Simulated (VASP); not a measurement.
# Al2NF3 (P-3m1) in VASP: notebook

Al2NF3 is run at these levels: PBE; tasks: single point, relaxation of cell and atoms.

Program: VASP 6.6.1. These are calculated values, not measurements. Logs are shortened: lines on timing, memory, paths and dates and some standing lists are left out, and cuts for length are marked.

## (1) The cell of the first run

Symmetry: P-3m1, No. 164, trigonal system. Conventional cell: a = 3.073 Å, b = 3.073 Å, c = 6.767 Å, α = 90.00°, β = 90.00°, γ = 120.00°. Al (site symmetry 3m) has 3 F at 1.89 Å and 3 N at 2.13 Å within 2.5 Å. N (site symmetry -3m) has 6 Al at 2.13 Å and 6 F at 2.56 Å within 2.8 Å. F (site symmetry 3m) has 3 Al at 1.89 Å and 3 F at 2.35 Å within 2.5 Å. Within 3.1 Å of F (site symmetry -3m) lie 12 F at 2.35 to 3.07 Å and 6 Al at 2.83 Å.

## (2) Single point, PBE

Contents of INCAR:

```
  ALGO = Normal
  EDIFF = 1E-7
  ENCUT = 520
  GGA = PE
  ISIF = 2
  ISMEAR = 0
  LASPH = T
  LCHARG = F
  LREAL = F
  LWAVE = F
  NBANDS = 25
  NELM = 60
  PREC = Accurate
  SIGMA = 0.02
```

Contents of KPOINTS:

```
k-points
0
Gamma
  12 12 4
```

Contents of POSCAR:

```
Al2NF3
1.0
    3.0725782461      0.0000000000      0.0000000000
   -1.5362891230      2.6609308162      0.0000000000
    0.0000000000      0.0000000000      6.7674529557
Al N F
2 1 3
Direct
    0.3333333333      0.6666666667      0.3250249461
    0.6666666667      0.3333333333      0.6749750539
    0.0000000000      0.0000000000      0.5000000000
    0.3333333333      0.6666666667      0.7726696926
    0.6666666667      0.3333333333      0.2273303074
    0.0000000000      0.0000000000      0.0000000000
```

Potentials or basis: VASP PAW PBE potentials, release 64 (Al, N, F).

Started as:

```bash
cat potpaw_PBE.64/Al/POTCAR potpaw_PBE.64/N/POTCAR potpaw_PBE.64/F/POTCAR > POTCAR
mpirun -np 1 vasp_std > vasp.out
```

OUTCAR:

```text
EDIFF = 1E-7
   ENCUT = 520
   GGA = PE
   ISIF = 2
   ISMEAR = 0
   LASPH = T
   LREAL = F
   NELM = 60
   PREC = Accurate

 ion  position               nearest neighbor table
   1  0.333  0.667  0.325-   5 1.89   5 1.89   5 1.89   3 2.13   3 2.13   3 2.13   2 2.96   2 2.96
                             2 2.96
   2  0.667  0.333  0.675-   4 1.89   4 1.89   4 1.89   3 2.13   3 2.13   3 2.13   1 2.96   1 2.96
                             1 2.96
   3  0.000  0.000  0.500-   1 2.13   2 2.13   1 2.13   2 2.13   2 2.13   1 2.13
   4  0.333  0.667  0.773-   2 1.89   2 1.89   2 1.89
   5  0.667  0.333  0.227-   1 1.89   1 1.89   1 1.89
   6  0.000  0.000  0.000-

  LATTYP: Found a hexagonal cell.
 ALAT       =     3.0725782461
 C/A-ratio  =     2.2025323405

  Lattice vectors:

 A1 = (   3.0725782461,   0.0000000000,   0.0000000000)
 A2 = (  -1.5362891230,   2.6609308162,   0.0000000000)
 A3 = (   0.0000000000,   0.0000000000,   6.7674529557)

Analysis of symmetry for initial positions (statically):
=====================================================================
 Subroutine PRICEL returns:
 Original cell was already a primitive cell.

 Routine SETGRP: Setting up the symmetry group for a
 hexagonal supercell.

 Subroutine GETGRP returns: Found 12 space group operations
 (whereof 12 operations were pure point group operations)
 out of a pool of 24 trial point group operations.

The static configuration has the point symmetry D_3d.

Analysis of symmetry for dynamics (positions and initial velocities):
=====================================================================
 Subroutine PRICEL returns:
 Original cell was already a primitive cell.

 Routine SETGRP: Setting up the symmetry group for a
 hexagonal supercell.

 Subroutine GETGRP returns: Found 12 space group operations
 (whereof 12 operations were pure point group operations)
 out of a pool of 24 trial point group operations.

The dynamic configuration has the point symmetry D_3d.

 Subroutine INISYM returns: Found 12 space group operations
 (whereof 12 operations are pure point group operations),
 and found     1 'primitive' translations

----------------------------------------------------------------------------------------

                                     Primitive cell

  volume of cell :      55.3301

  direct lattice vectors                    reciprocal lattice vectors
     3.072578246  0.000000000  0.000000000     0.325459572  0.187904171  0.000000000
    -1.536289123  2.660930816  0.000000000     0.000000000  0.375808343  0.000000000
     0.000000000  0.000000000  6.767452956     0.000000000  0.000000000  0.147766081

  length of vectors
     3.072578246  3.072578246  6.767452956     0.375808343  0.375808343  0.147766081

  position of ions in fractional coordinates (direct lattice)
     0.333333333  0.666666667  0.325024946
     0.666666667  0.333333333  0.674975054
     0.000000000  0.000000000  0.500000000
     0.333333333  0.666666667  0.772669693
     0.666666667  0.333333333  0.227330307
     0.000000000  0.000000000  0.000000000

  ion indices of the primitive-cell ions
   primitive index   ion index
                 1           1
                 2           2
                 3           3
                 4           4
                 5           5
                 6           6

----------------------------------------------------------------------------------------

 KPOINTS: k-points

Automatic generation of k-mesh.
 Grid dimensions read from file:
 generate k-points for:   12   12    4

 Generating k-lattice:

  Cartesian coordinates                     Fractional coordinates (reciprocal lattice)
     0.027121631  0.015658681  0.000000000     0.083333333  0.000000000  0.000000000
     0.000000000  0.031317362  0.000000000     0.000000000  0.083333333  0.000000000
     0.000000000  0.000000000  0.036941520     0.000000000  0.000000000  0.250000000

  Length of vectors
     0.031317362  0.031317362  0.036941520

  Shift w.r.t. Gamma in fractional coordinates (k-lattice)
     0.000000000  0.000000000  0.000000000

 Subroutine IBZKPT returns following result:
 ===========================================

 Found     69 irreducible k-points:

 Following reciprocal coordinates:
            Coordinates               Weight
  0.000000  0.000000  0.000000      1.000000
  0.083333  0.000000  0.000000      6.000000
  0.166667 -0.000000  0.000000      6.000000
  0.250000  0.000000  0.000000      6.000000
  0.333333 -0.000000  0.000000      6.000000
  0.416667  0.000000  0.000000      6.000000
[... 16 lines left out ...]
  0.166667 -0.000000  0.250000      6.000000
  0.000000  0.166667  0.250000      6.000000
 [... further k-points ...]
   k-points           NKPTS =     69   k-points in BZ     NKDIM =     69   number of bands    NBANDS=     25
   number of dos      NEDOS =    301   number of ions     NIONS =      6
   total plane-waves  NPLWV =  28800
   dimension x,y,z NGX =    24 NGY =   24 NGZ =   50
   dimension x,y,z NGXF=    48 NGYF=   48 NGZF=  100
   ions per type =               2   1   3
   NGX,Y,Z   is equivalent  to a cutoff of  12.99, 12.99, 12.28 a.u.
   NGXF,Y,Z  is equivalent  to a cutoff of  25.97, 25.97, 24.57 a.u.
 SYSTEM =  unknown system
   PREC   = accura    normal or accurate (medium, high low for compatibility)
   ISTART =      0    job   : 0-new  1-cont  2-samecut
   ICHARG =      2    charge: 1-file 2-atom 10-const
   ISPIN  =      1    spin polarized calculation?
   LNONCOLLINEAR =      F non collinear calculations
   LSORBIT =      F    spin-orbit coupling
   LASPH  =      T    aspherical Exc in radial PAW
   ENCUT  =  520.0 eV  38.22 Ry    6.18 a.u.   5.71  5.71 12.58*2*pi/ulx,y,z
   NELM   =     60;   NELMIN=  2; NELMDL= -5     # of ELM steps
   EDIFF  = 0.1E-06   stopping-criterion for ELM
   LREAL  =      F    real-space projection
   EDIFFG = 0.1E-05   stopping-criterion for IOM
   NSW    =      0    number of steps for IOM
   IBRION =     -1    ionic relax: 0-MD 1-quasi-New 2-CG
   NFREE  =      0    steps in history (QN), initial steepest desc. (CG)
   ISIF   =      2    stress and relaxation
   ISYM   =      2    0-nonsym 1-usesym 2-fastsym
   POTIM  = 0.5000    time-step for ionic-motion
   TEBEG  =    0.0;   TEEND  =   0.0 temperature during run
   PSTRESS=    0.0 pullay stress
   NELECT =      32.0000    total number of electrons
   NUPDOWN=      -1.0000    fix difference up-down
   EMIN   =  10.00;   EMAX   =-10.00  energy-range for DOS
   EFERMI =   0.00;   METHOD = LEGACY
   ISMEAR =     0;   SIGMA  =   0.02  broadening in eV -4-tet -1-fermi 0-gaus
   EFERMI_NEDOS =   21; number of points for ismear=-14 and -15
   IALGO  =     38    algorithm
   IMIX   =      4    mixing-type and parameters
     AMIX     =   0.40;   BMIX     =  1.00
     AMIX_MAG =   1.60;   BMIX_MAG =  1.00
  volume/ion in A,a.u.               =       9.22        62.23
  Fermi-wavevector in a.u.,A,eV,Ry     =   1.363968  2.577526 25.312403  1.860409
  Thomas-Fermi vector in A             =   2.490325
   LORBIT       =      0    0 simple, 1 ext, 2 COOP (PROOUT), +10 PAW based schemes
   GGA     = PE    functional components
   LHFCALC =     F    Hartree Fock is set to
   AEXX    =    0.0000 exact exchange contribution
   IVDW    =     0    specifies the selected vdW correction
   LEPSILON=     F    determine dielectric tensor
   LRPA    =     F    only Hartree local field effects (RPA)
 non-spin polarized calculation
 Gauss-broadening in eV      SIGMA  =   0.02
  energy-cutoff  :      520.00
  volume of cell :       55.33
 maximum number of plane-waves:      1514
 NGX is ok and might be reduce to    24
   NGX = 11   NGY = 11   NGZ = 25

 number of electron      31.9999981 magnetization

 Free energy of the ion-electron system (eV)
  ---------------------------------------------------
  ext. energy  EPLUGINS =         0.00000000
  ---------------------------------------------------
  free energy    TOTEN  =       -32.78307517 eV

  energy without entropy =      -32.78307517  energy(sigma->0) =      -32.78307517

 E-fermi :   6.1878     XC(G=0): -11.1905

 val. band max:        6.0374380747   @ k =   0.0000   0.0000   0.0000
 cond. band min:       8.5846231786   @ k =   0.0000   0.0000   0.0000
 fundamental gap:      2.5471851039
 Fermi energy:         6.1877614800

 k-point     1 :       0.0000    0.0000    0.0000
  band No.  band energies     occupation
      1     -19.9916      2.00000
      2     -19.8567      2.00000
      3     -13.2919      2.00000
      4      -9.4070      2.00000
      5      -1.4051      2.00000
      6      -1.0748      2.00000
[... 17 lines left out ...]
     24      18.3135      0.00000
     25      18.8628      0.00000

 k-point     2 :       0.0833    0.0000    0.0000
  band No.  band energies     occupation
      1     -19.9662      2.00000
      2     -19.8368      2.00000
      3     -13.2828      2.00000
      4      -9.3405      2.00000
      5      -1.5456      2.00000
      6      -1.1881      2.00000
[... 17 lines left out ...]
     24      18.3948      0.00000
     25      18.7906      0.00000

 k-point     3 :       0.1667   -0.0000    0.0000
  band No.  band energies     occupation
      1     -19.8951      2.00000
      2     -19.7820      2.00000
      3     -13.2585      2.00000
      4      -9.1463      2.00000
      5      -2.0321      2.00000
      6      -1.4679      2.00000
[... 17 lines left out ...]
     24      18.5906      0.00000
     25      18.6159      0.00000

 k-point     4 :       0.2500    0.0000    0.0000
  band No.  band energies     occupation
      1     -19.7953      2.00000
      2     -19.7064      2.00000
      3     -13.2271      2.00000
      4      -8.8453      2.00000
      5      -2.6215      2.00000
      6      -1.8228      2.00000
[... 17 lines left out ...]
     24      17.9131      0.00000
     25      18.9704      0.00000

 k-point     5 :       0.3333   -0.0000    0.0000
  band No.  band energies     occupation
      1     -19.6917      2.00000
      2     -19.6313      2.00000
      3     -13.1985      2.00000
      4      -8.4882      2.00000
      5      -3.1468      2.00000
      6      -2.1382      2.00000
[... 17 lines left out ...]
     24      17.3814      0.00000
     25      19.5058      0.00000

 k-point     6 :       0.4167    0.0000    0.0000
  band No.  band energies     occupation
      1     -19.6111      2.00000
      2     -19.5784      2.00000
      3     -13.1791      2.00000
      4      -8.1743      2.00000
      5      -3.5192      2.00000
      6      -2.3264      2.00000
[... 17 lines left out ...]
     24      17.5210      0.00000
     25      20.0510      0.00000
[... 393 lines left out ...]
 k-point    21 :       0.0833    0.0000    0.2500
  band No.  band energies     occupation
      1     -19.9481      2.00000
      2     -19.8560      2.00000
      3     -13.2795      2.00000
      4      -9.3433      2.00000
      5      -1.5666      2.00000
      6      -1.2096      2.00000
[... 17 lines left out ...]
     24      18.3859      0.00000
     25      18.4504      0.00000

 k-point    22 :       0.0000    0.0833    0.2500
  band No.  band energies     occupation
      1     -19.9480      2.00000
      2     -19.8561      2.00000
      3     -13.2795      2.00000
      4      -9.3435      2.00000
      5      -1.5488      2.00000
      6      -1.2392      2.00000
[... 17 lines left out ...]
     24      18.5123      0.00000
     25      18.6671      0.00000

 k-point    23 :       0.1667   -0.0000    0.2500
  band No.  band energies     occupation
      1     -19.8793      2.00000
      2     -19.7985      2.00000
      3     -13.2567      2.00000
      4      -9.1464      2.00000
      5      -2.0232      2.00000
      6      -1.5534      2.00000
[... 17 lines left out ...]
     24      18.2986      0.00000
     25      18.5923      0.00000

 k-point    24 :       0.0000    0.1667    0.2500
  band No.  band energies     occupation
      1     -19.8789      2.00000
      2     -19.7990      2.00000
      3     -13.2564      2.00000
      4      -9.1473      2.00000
      5      -2.0031      2.00000
      6      -1.5608      2.00000
[... 17 lines left out ...]
     24      18.6796      0.00000
     25      18.6985      0.00000

 [... further k-points ...]

------------------------ aborting loop because EDIFF is reached ----------------------------------------

  FORCE on cell =-STRESS in cart. coord.  units (eV):
  Direction    XX          YY          ZZ          XY          YZ          ZX
  --------------------------------------------------------------------------------------
  -------------------------------------------------------------------------------------
  Total       -0.0088613     -0.0088613     -0.1705518     -0.0000000      0.0000000      0.0000000
  in kB       -0.2565925     -0.2565925     -4.9386131     -0.0000000      0.0000000      0.0000000
  external PRESSURE =      -1.8172660 kB  Pullay stress =       0.0000000 kB

 VOLUME and BASIS-vectors are now :
 -----------------------------------------------------------------------------
  energy-cutoff  :      520.00
  volume of cell :       55.33
      direct lattice vectors                 reciprocal lattice vectors
     3.072578246  0.000000000  0.000000000     0.325459572  0.187904171  0.000000000
    -1.536289123  2.660930816  0.000000000     0.000000000  0.375808343  0.000000000
     0.000000000  0.000000000  6.767452956     0.000000000  0.000000000  0.147766081

 POSITION                                       TOTAL-FORCE (eV/Angst)
 -----------------------------------------------------------------------------------
     -0.00000      1.77395      2.19959         0.000000      0.000000     -0.027800
      1.53629      0.88698      4.56786        -0.000000     -0.000000      0.027800
      0.00000      0.00000      3.38373        -0.000000      0.000000      0.000000
     -0.00000      1.77395      5.22901         0.000000      0.000000     -0.018020
      1.53629      0.88698      1.53845         0.000000      0.000000      0.018020
      0.00000      0.00000      0.00000        -0.000000      0.000000      0.000000
 -----------------------------------------------------------------------------------
    total drift:                                0.000000      0.000000      0.000000

  FREE ENERGIE OF THE ION-ELECTRON SYSTEM (eV)
  ---------------------------------------------------
  free  energy   TOTEN  =       -32.7830751688 eV

  energy  without entropy=      -32.7830751688  energy(sigma->0) =      -32.78307517
```

Run time: 66 s. Hardware: 1 thread of Intel Xeon Platinum 8259CL at 2.50GHz (Skylake/Cascade Lake), shared host; peak memory 0.22 GiB.

Results:

```yaml
Free_energy: -32.7831 eV
Pressure: -0.2 GPa
Largest_force: 0.028 eV/Å
Band_gap_on_the_k_mesh: 2.55 eV, direct
```

Forces on the atoms (eV/Å):
```
Al   0.000  0.000 -0.028
Al   0.000  0.000  0.028
N    0.000  0.000  0.000
F    0.000  0.000 -0.018
F    0.000  0.000  0.018
F    0.000  0.000  0.000
```

Stress tensor (GPa, compression positive):
```
-0.03  0.00  0.00
 0.00 -0.03  0.00
 0.00  0.00 -0.49
```

## (3) Relaxation of cell and atoms, PBE

Contents of INCAR:

```
PREC = Accurate
ENCUT = 600
EDIFF = 1E-6
ISMEAR = 0
SIGMA = 0.02
LREAL = F
LASPH = T
NELM = 80
ALGO = Normal
ISIF = 3
LWAVE = F
LCHARG = F
GGA = PE
IBRION = 2
NSW = 100
EDIFFG = -0.01
```

Contents of KPOINTS:

```
Automatic mesh
0
Gamma
  12 12 4
```

POSCAR is that of step 2.

Potentials or basis: VASP PAW PBE potentials, release 64 (Al, N, F).

Started as:

```bash
cat potpaw_PBE.64/Al/POTCAR potpaw_PBE.64/N/POTCAR potpaw_PBE.64/F/POTCAR > POTCAR
mpirun -np 1 vasp_std > vasp.out
```

Wall time 3.7 min (1 thread of Intel Xeon Platinum 8259CL at 2.50GHz (Skylake/Cascade Lake), shared host); peak memory 0.25 GiB.

The run converged. Its results:

```yaml
Free_energy: -32.7931 eV
Relaxed_volume: 9.20 Å³/atom
Relaxed_cell: a = 3.073 Å, b = 3.073 Å, c = 6.747 Å, α = 90.00°, β = 90.00°, γ = 120.00°
Space_group_after_relaxing_to_0.05_Å: P-3m1 (No. 164)
Energy_gained_by_relaxing: 0.1 meV/atom
Ionic_steps: 6
Pressure_after_relaxing: 0.0 GPa
Largest_force_after_relaxing: 0.008 eV/Å
Band_gap_on_the_k_mesh: 2.63 eV, direct
```

Forces on the atoms (eV/Å):
```
Al   0.000  0.000  0.003
Al   0.000  0.000 -0.003
N    0.000  0.000  0.000
F    0.000  0.000  0.008
F    0.000  0.000 -0.008
F    0.000  0.000  0.000
```

The path:
| step | energy change (eV) | largest force (eV/Å) | pressure (GPa) | volume (Å³) |
| --- | --- | --- | --- | --- |
| 1 | 0.0000 | 0.0292 | -0.41 | 55.33 |
| 2 | -0.0002 | 0.0237 | 0.21 | 55.14 |
| 3 | -0.0003 | 0.0123 | 0.07 | 55.19 |
| 4 | -0.0004 | 0.0103 | 0.02 | 55.19 |
| 5 | -0.0004 | 0.0140 | -0.02 | 55.19 |
| 6 | -0.0004 | 0.0076 | -0.01 | 55.18 |

Final structure:
```
Al N F
1.0
     3.07318    0.00000    0.00000
    -1.53659    2.66145    0.00000
     0.00000    0.00000    6.74681
Al N F
2 1 3
Direct
  0.33333 0.66667 0.32460
  0.66667 0.33333 0.67540
  0.00000 0.00000 0.50000
  0.33333 0.66667 0.77274
  0.66667 0.33333 0.22726
  0.00000 0.00000 0.00000
```

Levels at points of the mesh, in eV from the valence-band top:
```tsv
k point	band 14	band 15	band 16	band 17	band 18	band 19
(0.00, 0.00, 0.00)	-0.60	0.00	0.00	2.63	4.81	6.02
(0.50, 0.00, 0.00)	-0.78	-0.68	-0.13	3.79	6.67	7.34
(0.00, 0.00, 0.50)	-1.24	0.00	0.00	3.88	4.71	5.23
(0.50, 0.00, 0.50)	-1.05	-0.83	-0.15	3.96	6.69	7.04
```

A k mesh can miss the band edges.
